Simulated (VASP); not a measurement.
# BeTe (F-43m) in VASP: further runs

BeTe is run at these levels: r2SCAN; tasks: relaxation of cell and atoms.

Everything below comes from runs of VASP 6.6.1. Logs are shortened: lines on timing, memory, paths and dates and some standing lists are left out, and cuts for length are marked.

## (1) The cell of the first run

It takes space group F-43m (No. 216, cubic). The conventional cell has a = 5.540 Å, b = 5.540 Å, c = 5.540 Å, α = 90.00°, β = 90.00°, γ = 90.00°. Be (site symmetry -43m) has 4 Te at 2.40 Å within 3.2 Å. Te (site symmetry -43m) has 4 Be at 2.40 Å within 3.2 Å.

## (2) Relaxation of cell and atoms, r2SCAN

POSCAR

```
BeTe
1.0
    0.0000000000      2.7700000000      2.7700000000
    2.7700000000      0.0000000000      2.7700000000
    2.7700000000      2.7700000000      0.0000000000
Be Te
1 1
Direct
    0.0000000000      0.0000000000      0.0000000000
    0.7500000000      0.7500000000      0.7500000000
```

INCAR.step1

```
  PREC = Accurate
  ENCUT = 600
  ISMEAR = 1
  SIGMA = 0.05
  LREAL = False
  LASPH = True
  NELM = 80
  GGA = PE
  ALGO = Normal
  EDIFF = 1E-4
  LWAVE = True
  LCHARG = False
```

INCAR.step2

```
  PREC = Accurate
  ENCUT = 600
  EDIFF = 1E-7
  ISMEAR = 1
  SIGMA = 0.05
  LREAL = False
  LASPH = True
  NELM = 80
  ALGO = Normal
  ISIF = 3
  LWAVE = False
  LCHARG = False
  METAGGA = R2SCAN
  LMIXTAU = True
  IBRION = 2
  NSW = 100
  EDIFFG = -0.002
  ISTART = 1
```

KPOINTS

```
Automatic mesh
0
Gamma
  8 8 8
```

Potentials or basis: VASP PAW PBE potentials, release 64 (Be, Te).

On the command line:

```sh
> cat potpaw_PBE.64/Be/POTCAR potpaw_PBE.64/Te/POTCAR > POTCAR
> cp INCAR.step1 INCAR
> mpirun -np 1 vasp_std > vasp.out
> cp INCAR.step2 INCAR
> mpirun -np 1 vasp_std > vasp.out
```

OUTCAR:

```text
PREC = Accurate
   ENCUT = 600
   EDIFF = 1E-7
   ISMEAR = 1
   LREAL = False
   LASPH = True
   NELM = 80
   ISIF = 3
   METAGGA = R2SCAN
   IBRION = 2
   NSW = 100
   EDIFFG = -0.002
   ISTART = 1

 ion  position               nearest neighbor table
   1  0.000  0.000  0.000-   2 2.40   2 2.40   2 2.40   2 2.40
   2  0.750  0.750  0.750-   1 2.40   1 2.40   1 2.40   1 2.40

  LATTYP: Found a face centered cubic cell.
 ALAT       =     5.5400000000

  Lattice vectors:

 A1 = (   0.0000000000,   2.7700000000,   2.7700000000)
 A2 = (   2.7700000000,   0.0000000000,   2.7700000000)
 A3 = (   2.7700000000,   2.7700000000,   0.0000000000)

Analysis of symmetry for initial positions (statically):
=====================================================================
 Subroutine PRICEL returns:
 Original cell was already a primitive cell.

 Routine SETGRP: Setting up the symmetry group for a
 face centered cubic supercell.

 Subroutine GETGRP returns: Found 24 space group operations
 (whereof 24 operations were pure point group operations)
 out of a pool of 48 trial point group operations.

The static configuration has the point symmetry T_d .

Analysis of symmetry for dynamics (positions and initial velocities):
=====================================================================
 Subroutine PRICEL returns:
 Original cell was already a primitive cell.

 Routine SETGRP: Setting up the symmetry group for a
 face centered cubic supercell.

 Subroutine GETGRP returns: Found 24 space group operations
 (whereof 24 operations were pure point group operations)
 out of a pool of 48 trial point group operations.

The dynamic configuration has the point symmetry T_d .

 Subroutine INISYM returns: Found 24 space group operations
 (whereof 24 operations are pure point group operations),
 and found     1 'primitive' translations

----------------------------------------------------------------------------------------

                                     Primitive cell

  volume of cell :      42.5079

  direct lattice vectors                    reciprocal lattice vectors
     0.000000000  2.770000000  2.770000000    -0.180505415  0.180505415  0.180505415
     2.770000000  0.000000000  2.770000000     0.180505415 -0.180505415  0.180505415
     2.770000000  2.770000000  0.000000000     0.180505415  0.180505415 -0.180505415

  length of vectors
     3.917371568  3.917371568  3.917371568     0.312644550  0.312644550  0.312644550

  position of ions in fractional coordinates (direct lattice)
     0.000000000  0.000000000  0.000000000
     0.750000000  0.750000000  0.750000000

  ion indices of the primitive-cell ions
   primitive index   ion index
                 1           1
                 2           2

----------------------------------------------------------------------------------------

 KPOINTS: Automatic mesh

Automatic generation of k-mesh.
 Grid dimensions read from file:
 generate k-points for:    8    8    8

 Generating k-lattice:

  Cartesian coordinates                     Fractional coordinates (reciprocal lattice)
    -0.022563177  0.022563177  0.022563177     0.125000000  0.000000000  0.000000000
     0.022563177 -0.022563177  0.022563177     0.000000000  0.125000000  0.000000000
     0.022563177  0.022563177 -0.022563177     0.000000000  0.000000000  0.125000000

  Length of vectors
     0.039080569  0.039080569  0.039080569

  Shift w.r.t. Gamma in fractional coordinates (k-lattice)
     0.000000000  0.000000000  0.000000000

 Subroutine IBZKPT returns following result:
 ===========================================

 Found     29 irreducible k-points:

 Following reciprocal coordinates:
            Coordinates               Weight
  0.000000  0.000000  0.000000      1.000000
  0.125000  0.000000  0.000000      8.000000
  0.250000  0.000000  0.000000      8.000000
  0.375000  0.000000  0.000000      8.000000
  0.500000  0.000000  0.000000      4.000000
  0.125000  0.125000  0.000000      6.000000
[... 16 lines left out ...]
  0.500000  0.250000  0.125000     48.000000
 -0.375000  0.250000  0.125000     24.000000
 [... further k-points ...]
   k-points           NKPTS =     29   k-points in BZ     NKDIM =     29   number of bands    NBANDS=      8
   number of dos      NEDOS =    301   number of ions     NIONS =      2
   total plane-waves  NPLWV =  32768
   dimension x,y,z NGX =    32 NGY =   32 NGZ =   32
   dimension x,y,z NGXF=    64 NGYF=   64 NGZF=   64
   ions per type =               1   1
   NGX,Y,Z   is equivalent  to a cutoff of  13.58, 13.58, 13.58 a.u.
   NGXF,Y,Z  is equivalent  to a cutoff of  27.16, 27.16, 27.16 a.u.
 SYSTEM =  unknown system
   PREC   = accura    normal or accurate (medium, high low for compatibility)
   ISTART =      1    job   : 0-new  1-cont  2-samecut
   ICHARG =      0    charge: 1-file 2-atom 10-const
   ISPIN  =      1    spin polarized calculation?
   LNONCOLLINEAR =      F non collinear calculations
   LSORBIT =      F    spin-orbit coupling
   LASPH  =      T    aspherical Exc in radial PAW
   ENCUT  =  600.0 eV  44.10 Ry    6.64 a.u.   7.82  7.82  7.82*2*pi/ulx,y,z
   NELM   =     80;   NELMIN=  2; NELMDL=  0     # of ELM steps
   EDIFF  = 0.1E-06   stopping-criterion for ELM
   LREAL  =      F    real-space projection
   EDIFFG = -.2E-02   stopping-criterion for IOM
   NSW    =    100    number of steps for IOM
   IBRION =      2    ionic relax: 0-MD 1-quasi-New 2-CG
   NFREE  =      1    steps in history (QN), initial steepest desc. (CG)
   ISIF   =      3    stress and relaxation
   ISYM   =      2    0-nonsym 1-usesym 2-fastsym
   POTIM  = 0.5000    time-step for ionic-motion
   TEBEG  =    0.0;   TEEND  =   0.0 temperature during run
   PSTRESS=    0.0 pullay stress
   NELECT =       8.0000    total number of electrons
   NUPDOWN=      -1.0000    fix difference up-down
   EMIN   =  10.00;   EMAX   =-10.00  energy-range for DOS
   EFERMI =   0.00;   METHOD = LEGACY
   ISMEAR =     1;   SIGMA  =   0.05  broadening in eV -4-tet -1-fermi 0-gaus
   EFERMI_NEDOS =   21; number of points for ismear=-14 and -15
   IALGO  =     38    algorithm
   IMIX   =      4    mixing-type and parameters
     AMIX     =   0.40;   BMIX     =  1.00
     AMIX_MAG =   1.60;   BMIX_MAG =  1.00
  volume/ion in A,a.u.               =      21.25       143.43
  Fermi-wavevector in a.u.,A,eV,Ry     =   0.938170  1.772885 11.975354  0.880164
  Thomas-Fermi vector in A             =   2.065355
   LORBIT       =      0    0 simple, 1 ext, 2 COOP (PROOUT), +10 PAW based schemes
   METAGGA = R2SCAN    functional components
   LHFCALC =     F    Hartree Fock is set to
   AEXX    =    0.0000 exact exchange contribution
   IVDW    =     0    specifies the selected vdW correction
   LEPSILON=     F    determine dielectric tensor
   LRPA    =     F    only Hartree local field effects (RPA)
 conjugate gradient relaxation of ions
 non-spin polarized calculation
 Methfessel and Paxton  Order N= 1 SIGMA  =   0.05
  energy-cutoff  :      600.00
  volume of cell :       42.51
 maximum number of plane-waves:      1433
   NGX = 15   NGY = 15   NGZ = 15

--------------------------------------- Ionic step        1  -------------------------------------------

 number of electron       8.0000000 magnetization

 Free energy of the ion-electron system (eV)
  ---------------------------------------------------
  ext. energy  EPLUGINS =         0.00000000
  ---------------------------------------------------
  free energy    TOTEN  =       -30.64728147 eV

  energy without entropy =      -30.64729846  energy(sigma->0) =      -30.64728713

------------------------ aborting loop because EDIFF is reached ----------------------------------------

  FORCE on cell =-STRESS in cart. coord.  units (eV):
  Direction    XX          YY          ZZ          XY          YZ          ZX
  --------------------------------------------------------------------------------------
  -------------------------------------------------------------------------------------
  Total        1.1769630      1.1769630      1.1769630      0.0000000      0.0000000      0.0000000
  in kB       44.3612811     44.3612811     44.3612811      0.0000000      0.0000000      0.0000000
  external PRESSURE =      44.3612811 kB  Pullay stress =       0.0000000 kB
[... 57 lines left out ...]
  energy  without entropy=      -30.6824635940  energy(sigma->0) =      -30.68245227

--------------------------------------- Ionic step        3  -------------------------------------------

 number of electron       8.0000000 magnetization

 Free energy of the ion-electron system (eV)
  ---------------------------------------------------
  ext. energy  EPLUGINS =         0.00000000
  ---------------------------------------------------
  free energy    TOTEN  =       -30.68526160 eV

  energy without entropy =      -30.68527858  energy(sigma->0) =      -30.68526726

 E-fermi :   4.7983     XC(G=0):  -9.4113

 val. band max:        4.7562396251   @ k =   0.0000   0.0000   0.0000
 cond. band min:       7.1309264136   @ k =   0.5000   0.5000   0.0000
 fundamental gap:      2.3746867885
 Fermi energy:         4.7983337269

 k-point     1 :       0.0000    0.0000    0.0000
  band No.  band energies     occupation
      1      -7.9206      2.00000
      2       4.7562      2.00000
      3       4.7562      2.00000
      4       4.7562      2.00000
      5       8.7883      0.00000
      6       8.7883      0.00000
      7       8.7883      0.00000
      8       9.1394      0.00000
[... 243 lines left out ...]
 k-point    24 :      -0.3750    0.2500    0.1250
  band No.  band energies     occupation
      1      -6.2677      2.00000
      2      -0.4762      2.00000
      3       1.8227      2.00000
      4       2.8368      2.00000
      5       9.4424      0.00000
      6       9.5401      0.00000
      7      11.9785      0.00000
      8      13.1318      0.00000

 [... further k-points ...]

------------------------ aborting loop because EDIFF is reached ----------------------------------------

  FORCE on cell =-STRESS in cart. coord.  units (eV):
  Direction    XX          YY          ZZ          XY          YZ          ZX
  --------------------------------------------------------------------------------------
  -------------------------------------------------------------------------------------
  Total        0.0020982      0.0020982      0.0020982      0.0000000      0.0000000      0.0000000
  in kB        0.0740671      0.0740671      0.0740671      0.0000000      0.0000000      0.0000000
  external PRESSURE =       0.0740671 kB  Pullay stress =       0.0000000 kB
[... 17 lines left out ...]
  FREE ENERGIE OF THE ION-ELECTRON SYSTEM (eV)
  ---------------------------------------------------
  free  energy   TOTEN  =       -30.6852615960 eV

  energy  without entropy=      -30.6852785821  energy(sigma->0) =      -30.68526726

 reached required accuracy - stopping structural energy minimisation
```

Run time: 78 s. Hardware: 1 thread of Intel Xeon Platinum 8488C (Sapphire Rapids), shared host; peak memory 0.2 GiB.

Results:

| Quantity | Value |
| --- | --- |
| Free energy | -30.6853 eV |
| Relaxed volume | 22.69 Å³/atom |
| Relaxed cell | a = 4.004 Å, b = 4.004 Å, c = 4.004 Å, α = 60.00°, β = 60.00°, γ = 60.00° |
| Space group after relaxing (to 0.1 Å) | F-43m (No. 216) |
| Energy gained by relaxing | 19.0 meV/atom |
| Ionic steps | 3 |
| Pressure after relaxing | 0.0 GPa |
| Band gap on the k mesh | 2.37 eV (least direct gap 4.03 eV) |

The path:
| step | energy change (eV) | largest force (eV/Å) | pressure (GPa) | volume (Å³) |
| --- | --- | --- | --- | --- |
| 1 | 0.0000 | 0.0000 | 4.44 | 42.51 |
| 2 | -0.0352 | 0.0000 | -1.06 | 46.23 |
| 3 | -0.0380 | 0.0000 | 0.01 | 45.39 |

Final structure:
```xyz
2
Lattice="0.0000 2.8312 2.8312 2.8312 0.0000 2.8312 2.8312 2.8312 0.0000" Properties=species:S:1:pos:R:3 pbc="T T T"
Be    0.0000    0.0000    0.0000
Te    4.2468    4.2468    4.2468
```

Caveat: the PAW data sets were made with another functional, which shifts forces and pressure a little; spin-orbit coupling is left out, which moves the levels of the heavy elements.

## (3) Relaxation of cell and atoms, r2SCAN

POSCAR is that of step 2.

INCAR.step1

```
SYSTEM = BeTe
PREC = Accurate ; ENCUT = 600
ISMEAR = -1 ; SIGMA = 0.1
LREAL = .False. ; LASPH = .True.
NELM = 100 ; GGA = PE
ALGO = Normal ; EDIFF = 1E-4
LWAVE = .True. ; LCHARG = .False.
```

INCAR.step2

```
SYSTEM = BeTe
PREC = Accurate ; ENCUT = 600
EDIFF = 1E-7 ; ISMEAR = -1
SIGMA = 0.1 ; LREAL = .False.
LASPH = .True. ; NELM = 100
ALGO = Normal ; ISIF = 3
LWAVE = .False. ; LCHARG = .False.
METAGGA = R2SCAN ; LMIXTAU = .True.
IBRION = 2 ; NSW = 100
EDIFFG = -0.002 ; ISTART = 1
```

KPOINTS

```
Automatic mesh
0
Gamma
  10 10 10
  0 0 0
```

Potentials or basis: VASP PAW PBE potentials, release 64 (Be, Te).

On the command line:

```sh
> cat potpaw_PBE.64/Be/POTCAR potpaw_PBE.64/Te/POTCAR > POTCAR
> cp INCAR.step1 INCAR
> mpirun -np 1 vasp_std > vasp.out
> cp INCAR.step2 INCAR
> mpirun -np 1 vasp_std > vasp.out
```

It took 1.9 min on 1 thread of Intel Xeon Platinum 8488C (Sapphire Rapids), shared host; peak memory 0.21 GiB.

Results (log left out):

| Property | Result |
| --- | --- |
| Free energy | -30.6857 eV |
| Relaxed volume | 22.69 Å³/atom |
| Relaxed cell | a = 4.004 Å, b = 4.004 Å, c = 4.004 Å, α = 60.00°, β = 60.00°, γ = 60.00° |
| Space group after relaxing (to 0.1 Å) | F-43m (No. 216) |
| Energy gained by relaxing | 18.9 meV/atom |
| Ionic steps | 3 |
| Pressure after relaxing | 0.0 GPa |
| Band gap on the k mesh | 2.37 eV (least direct gap 4.03 eV) |

The path:
```csv
step,energy change (eV),largest force (eV/Å),pressure (GPa),volume (Å³)
1,0.0000,0.0000,4.43,42.51
2,-0.0351,0.0000,-1.06,46.23
3,-0.0379,0.0000,0.01,45.38
```

Final structure:
```
CELL_PARAMETERS angstrom
0.00000 2.83110 2.83110
2.83110 0.00000 2.83110
2.83110 2.83110 0.00000
ATOMIC_POSITIONS crystal
Be 0.00000 0.00000 0.00000
Te 0.75000 0.75000 0.75000
```

Levels at points of the mesh, in eV from the valence-band top:
```csv
k point,band 1,band 2,band 3,band 4,band 5,band 6,band 7,band 8
"(0.00, 0.00, 0.00)",-12.68,0.00,0.00,0.00,4.03,4.03,4.03,4.38
"(0.50, 0.00, 0.00)",-11.28,-5.66,-1.14,-1.14,3.51,5.02,5.02,8.47
"(0.50, 0.50, 0.00)",-10.76,-5.25,-2.68,-2.68,2.37,3.01,10.47,10.47
```

Caveat: the PAW data sets were made with another functional, which shifts forces and pressure a little; spin-orbit coupling is left out, which moves the levels of the heavy elements. A k mesh can miss the band edges.
